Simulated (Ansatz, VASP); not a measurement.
# One calculation of PtSe, two programs

INCAR

```
ALGO     = Normal         # electronic algorithm
EDIFF    = 1E-6           # SCF threshold, eV
ENCUT    = 520            # plane-wave cutoff, eV
ISIF     = 2              # what is computed and relaxed
ISMEAR   = 0              # smearing method
ISPIN    = 2              # spin polarisation
LASPH    = True           # aspherical terms in the spheres
LCHARG   = True           # write CHGCAR
LDAU     = True           # DFT+U
LDAUJ    = 0.5 0        
LDAUL    = 2 -1           # shell
LDAUPRINT= 1            
LDAUTYPE = 1            
LDAUU    = 6 0            # U, eV
LELF     = True           # ELF
LMAXMIX  = 4              # l up to which the mixer works
LORBIT   = 11             # projections on sites
LREAL    = False          # projectors in reciprocal space
LVHAR    = True         
LWAVE    = False          # write WAVECAR
MAGMOM   = 0 0 0 0        # initial moments
NBANDS   = 28             # bands
NELM     = 150            # most SCF steps
PREC     = Accurate       # precision mode
SIGMA    = 0.05           # smearing width, eV
```

The input KPOINTS:

```
k-points
0
Gamma
  5 5 5
```

POSCAR

```
PtSe
1.0
    0.0000000000      3.0374472300      3.0374472300
    6.0748944600      3.0374472300      3.0374472300
    6.0748944600      6.0748944600      0.0000000000
Pt Se
2 2
Direct
    0.0000000000      0.0000000000      0.0000000000
    0.0000000000      0.0000000000      0.5000000000
    0.2500000000      0.2500000000      0.0000000000
    0.2500000000      0.2500000000      0.5000000000
```

Input for Ansatz:

```yaml
crystal:
  lattice:
    - [0.0, 3.03744723, 3.03744723]
    - [6.07489446, 3.03744723, 3.03744723]
    - [6.07489446, 6.07489446, 0.0]
  atoms:
    - { symbol: Pt, position: [0.0, 0.0, 0.0], spin: 1.0 }
    - { symbol: Se, position: [0.25, 0.25, 0.0] }
    - { symbol: Pt, position: [0.0, 0.0, 0.5], spin: 1.0 }
    - { symbol: Se, position: [0.25, 0.25, 0.5] }
basis:
  ecutwfc: 420
  ecutrho_ratio: 4
kpoints:
  mp_grid: { grid: [5, 5, 5] }
hamiltonian:
  xc: lda
  hubbard:
    sites:
      - { site: 0, l: d, u: 6.0, j: 0.5 }
      - { site: 2, l: d, u: 6.0, j: 0.5 }
scf:
  occupations: { method: gaussian, width: 0.05 }
  lower_state_search: "off"
  max_iter: 150
output:
  forces: true
  stress: true
  eigenvalues: true
  populations: true
  hubbard: { sites: [{ site: 0, l: d }, { site: 2, l: d }] }
magnetization:
  spin_polarized: true
  initial_magnetization: 2.0
  spin_locking: { lock_magnetization: soft, n_iters: 12 }
```

Alike in both runs: task single point; functional LDA; k mesh 5 × 5 × 5; occupations gaussian, width 0.05 eV; collinear spin; Hubbard terms Pt d U = 6.0 eV, J = 0.5 eV.

|  | VASP | Ansatz |
| --- | --- | --- |
| version | VASP 6.6.1 | Ansatz 0.2.0 |
| potentials or method | VASP PAW LDA potentials, release 64 (Pt, Se), cutoff 520 eV | scalar-relativistic, plane waves, PAW |
| valence electrons in the cell | 32 | 68 |

|  | VASP | Ansatz | Ansatz less VASP |
| --- | --- | --- | --- |
| gap on the k mesh at the Fermi level (eV) | none | none | - |
| pressure (GPa) | -17.5 | -15.5 | +2.07 |
| net moment per atom (μB) | 0.00 | 0.00 | 0.000 |

LDA's correlation is that of Perdew and Zunger in VASP and of Perdew and Wang (1992) in Ansatz. The programs project onto different local orbitals, so the same U acts differently, and such runs can settle in different states. A gap of «none» marks a metal or a gap that the smearing closes. VASP's potentials hold 32 valence electrons a cell and Ansatz's 68, so a difference there can come from the potentials and not from the codes. Ansatz's warnings: filled band counts differ across k points, seeded moment not kept, stress scf threshold loose.

Neither program's run includes spin-orbit coupling.
